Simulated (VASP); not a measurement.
# HgC2S2N2 (C2/m) in VASP: notebook

The runs below take HgC2S2N2 through single point, with PBE+D3(BJ).

All numbers are computed with VASP 6.6.1; they aren't measurements. Logs are shortened: lines on timing, memory, paths and dates and some standing lists are left out, and cuts for length are marked.

## (1) The cell of the first run

It takes space group C2/m (No. 12, monoclinic). Conventional cell: a = 10.877 Å, b = 4.006 Å, c = 6.417 Å, α = 90.00°, β = 95.72°, γ = 90.00°. Hg (site symmetry 2/m) has 2 S at 2.44 Å and 4 N at 2.74 Å and 2 C at 3.10 Å within 3.2 Å. C (site symmetry m) has 1 N at 1.18 Å and 1 S at 1.66 Å within 1.7 Å. S (site symmetry m) has 1 C at 1.66 Å within 2.2 Å. Within 1.6 Å of N (site symmetry m) lie 1 C at 1.18 Å.

## (2) Single point, PBE+D3(BJ)

File INCAR:

```
SYSTEM = HgC2S2N2
PREC     = Accurate       ! precision mode
ENCUT    = 520            ! plane-wave cutoff, eV
EDIFF    = 1E-6           ! SCF threshold, eV
ISMEAR   = 0              ! smearing method
SIGMA    = 0.1            ! smearing width, eV
LREAL    = .False.        ! projectors in reciprocal space
LASPH    = .True.         ! aspherical terms in the spheres
NELM     = 80             ! most SCF steps
ALGO     = Normal         ! electronic algorithm
ISIF     = 2              ! what is computed and relaxed
LWAVE    = .False.        ! write WAVECAR
LCHARG   = .False.        ! write CHGCAR
GGA      = PE             ! functional
IVDW     = 12             ! dispersion correction
NBANDS   = 30             ! bands
```

File KPOINTS:

```
Automatic mesh
0
Gamma
  6 6 4
  0 0 0
```

File POSCAR:

```
HgC2S2N2
1.0
    5.4385184092     -2.0029305360     -0.0200921642
    5.4385184092      2.0029305360     -0.0200921642
   -0.6157862399      0.0000000000      6.3877960643
Hg C S N
1 2 2 2
Direct
    0.0000000000      0.0000000000      0.0000000000
    0.2663417823      0.2663417823      0.2217823881
    0.7336582177      0.7336582177      0.7782176119
    0.1337315921      0.1337315921      0.3279365218
    0.8662684079      0.8662684079      0.6720634782
    0.3626253135      0.3626253135      0.1527387854
    0.6373746865      0.6373746865      0.8472612146
```

Potentials or basis: VASP PAW PBE potentials, release 64 (Hg, C, S, N).

Run with:

```sh
cat potpaw_PBE.64/Hg/POTCAR potpaw_PBE.64/C/POTCAR potpaw_PBE.64/S/POTCAR potpaw_PBE.64/N/POTCAR > POTCAR
mpirun -np 1 vasp_std > vasp.out
```

OUTCAR:

```text
SYSTEM = HgC2S2N2
   PREC = Accurate
   ENCUT = 520
   EDIFF = 1E-6
   ISMEAR = 0
   LREAL = .False.
   LASPH = .True.
   NELM = 80
   ISIF = 2
   GGA = PE
   IVDW = 12
 IVDW          = 12

 ion  position               nearest neighbor table
   1  0.000  0.000  0.000-   4 2.44   5 2.44   7 2.74   7 2.74   6 2.74   6 2.74
   2  0.266  0.266  0.222-   6 1.18   4 1.66
   3  0.734  0.734  0.778-   7 1.18   5 1.66
   4  0.134  0.134  0.328-   2 1.66   1 2.44
   5  0.866  0.866  0.672-   3 1.66   1 2.44
   6  0.363  0.363  0.153-   2 1.18   1 2.74   1 2.74
   7  0.637  0.637  0.847-   3 1.18   1 2.74   1 2.74

  LATTYP: Found a base centered monoclinic cell.
 ALAT       =    10.8771110470
 B/A-ratio  =     0.3682835502
 C/A-ratio  =     0.5899919956
 COS(beta)  =    -0.0996322853

  Lattice vectors:

 A1 = (   5.4385184092,  -2.0029305360,  -0.0200921642)
 A2 = (   5.4385184092,   2.0029305360,  -0.0200921642)
 A3 = (  -0.6157862399,   0.0000000000,   6.3877960643)

Analysis of symmetry for initial positions (statically):
=====================================================================
 Subroutine PRICEL returns:
 Original cell was already a primitive cell.

 Routine SETGRP: Setting up the symmetry group for a
 base centered monoclinic supercell.

 Subroutine GETGRP returns: Found  4 space group operations
 (whereof  4 operations were pure point group operations)
 out of a pool of  4 trial point group operations.

The static configuration has the point symmetry C_2h.

Analysis of symmetry for dynamics (positions and initial velocities):
=====================================================================
 Subroutine PRICEL returns:
 Original cell was already a primitive cell.

 Routine SETGRP: Setting up the symmetry group for a
 base centered monoclinic supercell.

 Subroutine GETGRP returns: Found  4 space group operations
 (whereof  4 operations were pure point group operations)
 out of a pool of  4 trial point group operations.

The dynamic configuration has the point symmetry C_2h.

 Subroutine INISYM returns: Found  4 space group operations
 (whereof  4 operations are pure point group operations),
 and found     1 'primitive' translations

----------------------------------------------------------------------------------------

                                     Primitive cell

  volume of cell :     139.1146

  direct lattice vectors                    reciprocal lattice vectors
     5.438518409 -2.002930536 -0.020092164     0.091969558 -0.249634219  0.008865904
     5.438518409  2.002930536 -0.020092164     0.091969558  0.249634219  0.008865904
    -0.615786240  0.000000000  6.387796064     0.000578562  0.000000000  0.156604290

  length of vectors
     5.795655003  5.795655003  6.417408453     0.266184611  0.266184611  0.156605359

  position of ions in fractional coordinates (direct lattice)
     0.000000000  0.000000000  0.000000000
     0.266341782  0.266341782  0.221782388
     0.733658218  0.733658218  0.778217612
     0.133731592  0.133731592  0.327936522
     0.866268408  0.866268408  0.672063478
     0.362625313  0.362625313  0.152738785
     0.637374687  0.637374687  0.847261215

  ion indices of the primitive-cell ions
   primitive index   ion index
                 1           1
                 2           2
                 3           3
                 4           4
                 5           5
                 6           6
                 7           7

----------------------------------------------------------------------------------------

 KPOINTS: Automatic mesh

Automatic generation of k-mesh.
 Grid dimensions read from file:
 generate k-points for:    6    6    4

 Generating k-lattice:

  Cartesian coordinates                     Fractional coordinates (reciprocal lattice)
     0.015328260 -0.041605703  0.001477651     0.166666667  0.000000000  0.000000000
     0.015328260  0.041605703  0.001477651     0.000000000  0.166666667  0.000000000
     0.000144640  0.000000000  0.039151073    -0.000000000 -0.000000000  0.250000000

  Length of vectors
     0.044364102  0.044364102  0.039151340

  Shift w.r.t. Gamma in fractional coordinates (k-lattice)
     0.000000000  0.000000000  0.000000000

 Subroutine IBZKPT returns following result:
 ===========================================

 Found     47 irreducible k-points:

 Following reciprocal coordinates:
            Coordinates               Weight
  0.000000  0.000000  0.000000      1.000000
  0.166667  0.000000  0.000000      4.000000
  0.333333  0.000000 -0.000000      4.000000
  0.500000 -0.000000  0.000000      2.000000
  0.166667  0.166667 -0.000000      2.000000
  0.333333  0.166667  0.000000      4.000000
[... 16 lines left out ...]
 -0.333333  0.166667  0.250000      4.000000
 -0.166667  0.166667  0.250000      4.000000
 [... further k-points ...]
   k-points           NKPTS =     47   k-points in BZ     NKDIM =     47   number of bands    NBANDS=     30
   number of dos      NEDOS =    301   number of ions     NIONS =      7
   total plane-waves  NPLWV = 110592
   dimension x,y,z NGX =    48 NGY =   48 NGZ =   48
   dimension x,y,z NGXF=    96 NGYF=   96 NGZF=   96
   ions per type =               1   2   2   2
   NGX,Y,Z   is equivalent  to a cutoff of  13.77, 13.77, 12.43 a.u.
   NGXF,Y,Z  is equivalent  to a cutoff of  27.54, 27.54, 24.87 a.u.
 SYSTEM =  HgC2S2N2
   PREC   = accura    normal or accurate (medium, high low for compatibility)
   ISTART =      0    job   : 0-new  1-cont  2-samecut
   ICHARG =      2    charge: 1-file 2-atom 10-const
   ISPIN  =      1    spin polarized calculation?
   LNONCOLLINEAR =      F non collinear calculations
   LSORBIT =      F    spin-orbit coupling
   LASPH  =      T    aspherical Exc in radial PAW
   ENCUT  =  520.0 eV  38.22 Ry    6.18 a.u.  10.78 10.78 11.93*2*pi/ulx,y,z
   NELM   =     80;   NELMIN=  2; NELMDL= -5     # of ELM steps
   EDIFF  = 0.1E-05   stopping-criterion for ELM
   LREAL  =      F    real-space projection
   EDIFFG = 0.1E-04   stopping-criterion for IOM
   NSW    =      0    number of steps for IOM
   IBRION =     -1    ionic relax: 0-MD 1-quasi-New 2-CG
   NFREE  =      0    steps in history (QN), initial steepest desc. (CG)
   ISIF   =      2    stress and relaxation
   ISYM   =      2    0-nonsym 1-usesym 2-fastsym
   POTIM  = 0.5000    time-step for ionic-motion
   TEBEG  =    0.0;   TEEND  =   0.0 temperature during run
   PSTRESS=    0.0 pullay stress
   NELECT =      42.0000    total number of electrons
   NUPDOWN=      -1.0000    fix difference up-down
   EMIN   =  10.00;   EMAX   =-10.00  energy-range for DOS
   EFERMI =   0.00;   METHOD = LEGACY
   ISMEAR =     0;   SIGMA  =   0.10  broadening in eV -4-tet -1-fermi 0-gaus
   EFERMI_NEDOS =   21; number of points for ismear=-14 and -15
   IALGO  =     38    algorithm
   IMIX   =      4    mixing-type and parameters
     AMIX     =   0.40;   BMIX     =  1.00
     AMIX_MAG =   1.60;   BMIX_MAG =  1.00
  volume/ion in A,a.u.               =      19.87       134.11
  Fermi-wavevector in a.u.,A,eV,Ry     =   1.098248  2.075387 16.410641  1.206148
  Thomas-Fermi vector in A             =   2.234622
   LORBIT       =      0    0 simple, 1 ext, 2 COOP (PROOUT), +10 PAW based schemes
   GGA     = PE    functional components
   LHFCALC =     F    Hartree Fock is set to
   AEXX    =    0.0000 exact exchange contribution
   IVDW    =    12    specifies the selected vdW correction
   LEPSILON=     F    determine dielectric tensor
   LRPA    =     F    only Hartree local field effects (RPA)
 non-spin polarized calculation
 Gauss-broadening in eV      SIGMA  =   0.10
  energy-cutoff  :      520.00
  volume of cell :      139.11
 maximum number of plane-waves:      3778
 NGX is ok and might be reduce to    48
   NGX = 21   NGY = 21   NGZ = 23

 number of electron      42.0000002 magnetization

 Free energy of the ion-electron system (eV)
  ---------------------------------------------------
  ext. energy  EPLUGINS =         0.00000000
  ---------------------------------------------------
  free energy    TOTEN  =       -41.32358907 eV

  energy without entropy =      -41.32358907  energy(sigma->0) =      -41.32358907

 E-fermi :   0.6884     XC(G=0):  -8.3671

 val. band max:        0.2237423867   @ k =   0.5000   0.5000   0.0000
 cond. band min:       2.4566854653   @ k =   0.0000   0.0000   0.0000
 fundamental gap:      2.2329430787
 Fermi energy:         0.6883773269

 k-point     1 :       0.0000    0.0000    0.0000
  band No.  band energies     occupation
      1     -17.1121      2.00000
      2     -16.8893      2.00000
      3     -13.7146      2.00000
      4     -13.4615      2.00000
      5      -7.4539      2.00000
      6      -6.2492      2.00000
[... 22 lines left out ...]
     29       7.4870      0.00000
     30       7.6946      0.00000

 k-point     2 :       0.1667    0.0000    0.0000
  band No.  band energies     occupation
      1     -17.0851      2.00000
      2     -16.8946      2.00000
      3     -13.6978      2.00000
      4     -13.4584      2.00000
      5      -7.4116      2.00000
      6      -6.2732      2.00000
[... 22 lines left out ...]
     29       7.8576      0.00000
     30       8.2564      0.00000

 k-point     3 :       0.3333    0.0000   -0.0000
  band No.  band energies     occupation
      1     -17.0214      2.00000
      2     -16.9143      2.00000
      3     -13.6631      2.00000
      4     -13.4519      2.00000
      5      -7.3548      2.00000
      6      -6.1539      2.00000
[... 682 lines left out ...]
     29       7.1698      0.00000
     30       8.5280      0.00000

 k-point    24 :      -0.1667    0.1667    0.2500
  band No.  band energies     occupation
      1     -17.0185      2.00000
      2     -16.9210      2.00000
      3     -13.6325      2.00000
      4     -13.4714      2.00000
      5      -7.3237      2.00000
      6      -6.3336      2.00000
[... 22 lines left out ...]
     29       7.2975      0.00000
     30       8.5529      0.00000

 [... further k-points ...]

------------------------ aborting loop because EDIFF is reached ----------------------------------------

 Edisp (eV)   -1.18628

 E8    (eV) :    -0.4117

  FORCE on cell =-STRESS in cart. coord.  units (eV):
  Direction    XX          YY          ZZ          XY          YZ          ZX
  --------------------------------------------------------------------------------------
  -------------------------------------------------------------------------------------
  Total       0.22211    -0.00692     0.17948     0.00000     0.00000     0.09551
  in kB       2.55802    -0.07973     2.06702     0.00000     0.00000     1.09997
  external pressure =        1.52 kB  Pullay stress =        0.00 kB

 VOLUME and BASIS-vectors are now :
 -----------------------------------------------------------------------------
  energy-cutoff  :      520.00
  volume of cell :      139.11
      direct lattice vectors                 reciprocal lattice vectors
     5.438518409 -2.002930536 -0.020092164     0.091969558 -0.249634219  0.008865904
     5.438518409  2.002930536 -0.020092164     0.091969558  0.249634219  0.008865904
    -0.615786240  0.000000000  6.387796064     0.000578562  0.000000000  0.156604290

 POSITION                                       TOTAL-FORCE (eV/Angst)
 -----------------------------------------------------------------------------------
      0.00000      0.00000      0.00000         0.000000      0.000000     -0.000000
      2.76044      0.00000      1.40600        -0.433488      0.000000      0.214072
      7.50081      0.00000      4.94161         0.433488      0.000000     -0.214072
      1.25266      0.00000      2.08942         0.175772      0.000000     -0.045110
      9.00859      0.00000      4.25819        -0.175772      0.000000      0.045110
      3.85023      0.00000      0.96109         0.290230      0.000000     -0.094756
      6.41102      0.00000      5.38652        -0.290230      0.000000      0.094756
 -----------------------------------------------------------------------------------
    total drift:                                0.000000      0.000000     -0.000000

  FREE ENERGIE OF THE ION-ELECTRON SYSTEM (eV)
  ---------------------------------------------------
  free  energy   TOTEN  =       -42.5098687776 eV

  energy  without entropy=      -42.5098687776  energy(sigma->0) =      -42.50986878
```

It took 3.3 min on 1 thread of Intel Xeon Platinum 8259CL at 2.50GHz (Skylake/Cascade Lake), shared host; peak memory 0.44 GiB.

Results:

```
Free energy                : -42.5099 eV
Pressure                   : 0.2 GPa
Largest force              : 0.483 eV/Å
Band gap on the k mesh     : 2.23 eV (least direct gap 2.38 eV)
Dispersion energy per atom : -0.169 eV
```

Forces in eV/Å, atoms in the order of the input:
```
Hg   0.000  0.000  0.000
C   -0.433  0.000  0.214
C    0.433  0.000 -0.214
S    0.176  0.000 -0.045
S   -0.176  0.000  0.045
N    0.290  0.000 -0.095
N   -0.290  0.000  0.095
```

Levels at points of the mesh, in eV from the valence-band top:
| k point | band 17 | band 18 | band 19 | band 20 | band 21 | band 22 | band 23 | band 24 | band 25 | band 26 |
| --- | --- | --- | --- | --- | --- | --- | --- | --- | --- | --- |
| (0.00, 0.00, 0.00) | -3.18 | -1.89 | -1.00 | -0.75 | -0.15 | 2.23 | 4.18 | 4.43 | 5.21 | 5.95 |
| (0.50, 0.00, 0.00) | -2.81 | -2.27 | -1.41 | -1.25 | -0.45 | 2.69 | 3.76 | 5.20 | 5.26 | 5.67 |
| (0.50, 0.50, 0.00) | -2.93 | -1.23 | -1.19 | -0.28 | 0.00 | 3.24 | 4.43 | 4.72 | 4.87 | 5.39 |
| (0.00, 0.00, 0.50) | -3.28 | -1.66 | -1.04 | -0.78 | -0.11 | 3.10 | 4.36 | 4.88 | 5.46 | 5.78 |
| (0.50, 0.00, 0.50) | -2.78 | -2.28 | -1.42 | -1.23 | -0.60 | 2.54 | 3.78 | 5.05 | 5.05 | 5.40 |
| (0.50, 0.50, 0.50) | -3.10 | -1.27 | -1.16 | -0.14 | -0.13 | 2.80 | 4.57 | 4.77 | 5.09 | 5.40 |

Caveat: spin-orbit coupling is left out, which moves the levels of the heavy elements.

## (3) Single point, PBE+D3(BJ)

This run uses another cell than the first one, of 19.96 Å³/atom.

File INCAR:

```
SYSTEM = HgC2S2N2
PREC = Accurate ; ENCUT = 520
EDIFF = 1E-6 ; ISMEAR = 0
SIGMA = 0.02 ; LREAL = .False.
LASPH = .True. ; NELM = 80
ALGO = Normal ; ISIF = 2
LWAVE = .False. ; LCHARG = .False.
GGA = PE ; IVDW = 12
NBANDS = 30
```

KPOINTS is that of step 2.

File POSCAR:

```
HgC2S2N2
1.0
    5.4416647892     -2.0028447655     -0.0291603838
    5.4416647892      2.0028447655     -0.0291603838
   -0.6266976189      0.0000000000      6.4137613688
Hg C S N
1 2 2 2
Direct
    0.0000000000      0.0000000000      0.0000000000
    0.2670591063      0.2670591063      0.2234310163
    0.7329408937      0.7329408937      0.7765689837
    0.1337483458      0.1337483458      0.3264127392
    0.8662516542      0.8662516542      0.6735872608
    0.3637958271      0.3637958271      0.1567943673
    0.6362041729      0.6362041729      0.8432056327
```

Potentials or basis: VASP PAW PBE potentials, release 64 (Hg, C, S, N).

Run with:

```sh
cat potpaw_PBE.64/Hg/POTCAR potpaw_PBE.64/C/POTCAR potpaw_PBE.64/S/POTCAR potpaw_PBE.64/N/POTCAR > POTCAR
mpirun -np 1 vasp_std > vasp.out
```

OUTCAR:

```text
SYSTEM = HgC2S2N2
   PREC = Accurate
   ENCUT = 520
   EDIFF = 1E-6
   ISMEAR = 0
   LREAL = .False.
   LASPH = .True.
   NELM = 80
   ISIF = 2
   GGA = PE
   IVDW = 12
 IVDW          = 12

 ion  position               nearest neighbor table
   1  0.000  0.000  0.000-   4 2.43   5 2.43   7 2.75   7 2.75   6 2.75   6 2.75
   2  0.267  0.267  0.223-   6 1.18   4 1.66
   3  0.733  0.733  0.777-   7 1.18   5 1.66
   4  0.134  0.134  0.326-   2 1.66   1 2.43
   5  0.866  0.866  0.674-   3 1.66   1 2.43
   6  0.364  0.364  0.157-   2 1.18   1 2.75   1 2.75
[... 1009 lines left out ...]
  -------------------------------------------------------------------------------------
  Total       0.14490    -0.04675     0.17017     0.00000     0.00000     0.10262
  in kB       1.66144    -0.53600     1.95123     0.00000     0.00000     1.17662
  external pressure =        1.03 kB  Pullay stress =        0.00 kB

 VOLUME and BASIS-vectors are now :
 -----------------------------------------------------------------------------
  energy-cutoff  :      520.00
  volume of cell :      139.73
      direct lattice vectors                 reciprocal lattice vectors
     5.441664789 -2.002844765 -0.029160384     0.091931782 -0.249644909  0.008982783
     5.441664789  2.002844765 -0.029160384     0.091931782  0.249644909  0.008982783
    -0.626697619  0.000000000  6.413761369     0.000835942  0.000000000  0.155996431

 POSITION                                       TOTAL-FORCE (eV/Angst)
 -----------------------------------------------------------------------------------
      0.00000      0.00000      0.00000        -0.000000      0.000000      0.000000
      2.76647      0.00000      1.41746        -0.452006      0.000000      0.188418
      7.49016      0.00000      4.93798         0.452006      0.000000     -0.188418
      1.25107      0.00000      2.08573         0.199355      0.000000     -0.020591
      9.00557      0.00000      4.26971        -0.199355      0.000000      0.020591
      3.86105      0.00000      0.98442         0.278147      0.000000     -0.108410
      6.39558      0.00000      5.37102        -0.278147      0.000000      0.108410
 -----------------------------------------------------------------------------------
    total drift:                                0.000000      0.000000     -0.000000

  FREE ENERGIE OF THE ION-ELECTRON SYSTEM (eV)
  ---------------------------------------------------
  free  energy   TOTEN  =       -42.5105519731 eV

  energy  without entropy=      -42.5105519731  energy(sigma->0) =      -42.51055197
```

Wall time 3.4 min (1 thread of Intel Xeon Platinum 8259CL at 2.50GHz (Skylake/Cascade Lake), shared host); peak memory 0.44 GiB.

Results:

* Free energy: -42.5106 eV
* Pressure: 0.1 GPa
* Largest force: 0.490 eV/Å
* Band gap on the k mesh: 2.20 eV (least direct gap 2.35 eV)
* Dispersion energy per atom: -0.169 eV

Forces on the atoms (eV/Å):
```
Hg   0.000  0.000  0.000
C   -0.452  0.000  0.188
C    0.452  0.000 -0.188
S    0.199  0.000 -0.021
S   -0.199  0.000  0.021
N    0.278  0.000 -0.108
N   -0.278  0.000  0.108
```

Stress tensor (GPa, compression positive):
```
 0.17  0.00  0.12
 0.00 -0.05  0.00
 0.12  0.00  0.20
```

Caveat: spin-orbit coupling is left out, which moves the levels of the heavy elements. Expect the measured gap to be larger: semilocal functionals such as PBE lack the derivative discontinuity.
